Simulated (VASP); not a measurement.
Al3BN2:

```xyz
6
Lattice="3.4365 0.0000 0.0000 0.0000 3.4365 0.0000 0.0000 0.0000 7.6796" Properties=species:S:1:pos:R:3 pbc="T T T"
Al    1.7183    0.0000    1.9812
Al    0.0000    1.7183    1.9812
Al    1.7183    1.7183    1.2580
B     0.0000    0.0000    5.7359
N     1.7183    1.7183    7.4325
N     1.7183    1.7183    2.8081
```

The cell was built from a structure type or drawn by symmetry, and may not be a known phase.

| Property | Result |
| --- | --- |
| Program | VASP 6.6.1 |
| Task | relaxation of cell and atoms |
| Functional | PBE |
| Potentials or basis | VASP PAW PBE potentials, release 64 (Al, B, N) |
| Cutoff | 600 eV |
| k mesh | 4 × 4 × 2 |
| Occupations | gaussian, width 0.15 eV |
| Spin | no spin polarisation |

At the start: pressure 72.3 GPa; volume 15.12 Å³/atom.

Q: Where does the relaxation end?

A: Over 24 steps the energy falls by 3084.7 meV/atom and the volume is 16.16 Å³/atom (+6.9 %); space group P4mm (No. 99, to 0.1 Å) before and after.

The path:
| step | energy change (eV) | largest force (eV/Å) | pressure (GPa) | volume (Å³) |
| --- | --- | --- | --- | --- |
| 1 | 0.0000 | 15.0606 | 72.28 | 90.69 |
| 2 | -9.5594 | 2.2766 | -10.71 | 212.87 |
| 3 | -13.7315 | 3.8275 | -5.31 | 143.70 |
| 4 | -13.7652 | 4.1165 | -4.54 | 141.35 |
| 5 | -13.7795 | 4.6106 | -3.11 | 137.56 |
| 6 | -15.1226 | 3.8581 | -7.16 | 133.98 |
| 7 | -15.2716 | 4.0511 | -7.37 | 132.76 |
| 8 | -16.5448 | 3.6088 | -1.80 | 116.46 |
| 9 | -16.6695 | 3.4420 | 2.67 | 110.25 |
| 10 | -17.2307 | 2.2841 | 3.48 | 109.05 |
| 11 | -17.2386 | 2.8761 | 3.81 | 108.91 |
| 12 | -17.7055 | 1.4704 | -2.26 | 113.53 |
| 13 | -17.7632 | 1.1097 | -4.53 | 115.67 |
| 14 | -18.0518 | 0.9918 | -3.51 | 110.45 |
| 15 | -18.2671 | 0.8134 | -1.39 | 103.74 |
| 16 | -17.8939 | 1.8893 | 5.72 | 91.09 |
| 17 | -18.2924 | 0.7384 | -0.43 | 101.38 |
| 18 | -18.4378 | 0.8201 | 1.77 | 97.63 |
| 19 | -18.4398 | 1.0481 | 2.14 | 97.15 |
| 20 | -18.5046 | 0.2387 | -0.55 | 97.45 |
| 21 | -18.5053 | 0.2091 | -0.31 | 97.42 |
| 22 | -18.5074 | 0.1697 | 0.06 | 96.97 |
| 23 | -18.5076 | 0.1093 | -0.03 | 97.08 |
| 24 | -18.5084 | 0.0614 | 0.21 | 96.94 |

Final structure:
```
Al B N
1.0
     3.35203    0.00000    0.00000
     0.00000    3.35203    0.00000
     0.00000    0.00000    8.62763
Al B N
3 1 2
Direct
  0.50000 0.00000 0.32348
  0.00000 0.50000 0.32348
  0.50000 0.50000 0.02951
  0.00000 0.00000 0.84466
  0.50000 0.50000 0.81923
  0.50000 0.50000 0.41977
```

Caveat: the k points lie up to 0.47 Å⁻¹ apart in the final cell, too coarse for converged energies and pressures of a metal; this functional lacks dispersion, which binds the layers, so the pressure and a relaxed spacing across them are unreliable; the relaxation stopped at a loose force limit of 0.08 eV/Å, so its end isn't a converged minimum.
